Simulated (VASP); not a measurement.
A run of VASP 6.6.1:

The input POSCAR:

```
SnSe
1.0
    0.0000000000      3.3639842879      3.3639842879
    3.3639842879      0.0000000000      3.3639842879
    3.3639842879      3.3639842879      0.0000000000
Sn Se
1 1
Direct
    0.0000000000      0.0000000000      0.0000000000
    0.2500000000      0.2500000000      0.2500000000
```

INCAR.step1

```
PREC = Accurate
ENCUT = 520
EDIFF = 1E-5
ISMEAR = -1
SIGMA = 0.02
LREAL = F
LASPH = T
NELM = 60
ALGO = Normal
ISIF = 2
LWAVE = T
LCHARG = F
NBANDS = 17
GGA = PE
```

The input INCAR.step2:

```
PREC = Accurate
ENCUT = 520
EDIFF = 1E-6
ISMEAR = -1
SIGMA = 0.02
LREAL = F
LASPH = T
NELM = 60
ALGO = Normal
ISIF = 2
LWAVE = F
LCHARG = F
GGA = PE
LHFCALC = T
HFSCREEN = 0.2079
PRECFOCK = Normal
NBANDS = 17
ISTART = 1
```

Contents of KPOINTS:

```
regular mesh
0
Gamma
  4 4 4
```

Potentials or basis: VASP PAW PBE potentials, release 64 (Sn_d, Se).

Launch:

```sh
$ cat potpaw_PBE.64/Sn_d/POTCAR potpaw_PBE.64/Se/POTCAR > POTCAR
$ cp INCAR.step1 INCAR
$ mpirun -np 1 vasp_std > vasp.out
$ cp INCAR.step2 INCAR
$ mpirun -np 1 vasp_std > vasp.out
```

Hardware: 1 thread of AMD EPYC 7R13 (shared host).

Question: Estimate the wall time of this run.

Answer: Run time: 26 min on 1 thread of AMD EPYC 7R13, with other jobs on the host, peak memory 0.33 GiB. Counts: k points 8.
